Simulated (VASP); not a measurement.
Input of a VASP 6.6.1 run:

Contents of INCAR:

```
SYSTEM = Ag
PREC = Accurate ; ENCUT = 520
EDIFF = 1E-6 ; ISMEAR = -1
SIGMA = 0.05 ; LREAL = Auto
LASPH = .TRUE. ; NELM = 100
ALGO = Normal ; ISIF = 2
LWAVE = .FALSE. ; LCHARG = .FALSE.
GGA = PS ; NBANDS = 120
```

File KPOINTS:

```
Automatic mesh
0
G
  1 2 1
  0 0 0
```

File POSCAR:

```
Ag
1.0
   12.2700000000      0.0000000000      0.0000000000
    0.0000000000      5.7841330000      0.0000000000
    0.0000000000      0.0000000000     15.8920670000
Ag
19
Direct
    0.0000000000      0.0000000000      0.0629245000
    0.3333333000      0.0000000000      0.0629245000
    0.6666667000      0.0000000000      0.0629245000
    0.0000000000      0.5000000000      0.0629245000
    0.3333333000      0.5000000000      0.0629245000
    0.6666667000      0.5000000000      0.0629245000
    0.1669730199      0.2509757362      0.1509964374
    0.4998957555      0.2509496084      0.1514102161
    0.8336857995      0.2501282413      0.1491317287
    0.1678654378      0.7512620810      0.1466086603
    0.4990671719      0.7509601981      0.1469315608
    0.8334326923      0.7503946293      0.1385595411
    0.0035919387     -0.0003288023      0.2381486579
    0.3332044431     -0.0041211858      0.2375215905
    0.6637915497      0.0005216155      0.2376101679
    0.0021113584      0.5070871247      0.2375306432
    0.3334133076      0.5074826884      0.2374118882
    0.6655529777      0.5069154014      0.2373360726
    0.8334227343      0.7560715679      0.3091154420
```

Potentials or basis: VASP PAW PBE potentials, release 64 (Ag).

Command:

```console
$ cat potpaw_PBE.64/Ag/POTCAR > POTCAR
$ mpirun -np 1 vasp_std > vasp.out
```

Predict the largest force.

0.172 eV/Å.

Forces in eV/Å, atoms in the order of the input:
```
Ag   0.112 -0.007  0.047
Ag   0.009 -0.134 -0.092
Ag  -0.106 -0.006  0.037
Ag   0.114  0.015  0.039
Ag   0.008  0.149 -0.085
Ag  -0.106  0.012  0.039
Ag   0.005  0.010 -0.005
Ag  -0.015  0.012 -0.016
Ag  -0.004 -0.003  0.025
Ag  -0.008 -0.010  0.013
Ag  -0.003 -0.003  0.006
Ag   0.002  0.006 -0.016
Ag  -0.003 -0.008 -0.026
Ag   0.001 -0.013 -0.009
Ag   0.008 -0.026  0.002
Ag   0.010 -0.005 -0.007
Ag  -0.005  0.006 -0.010
Ag  -0.028 -0.001  0.000
Ag   0.008  0.006  0.058
```

Caveat: the k points lie up to 0.54 Å⁻¹ apart; the PAW data sets were made with another functional, which shifts forces and pressure a little.
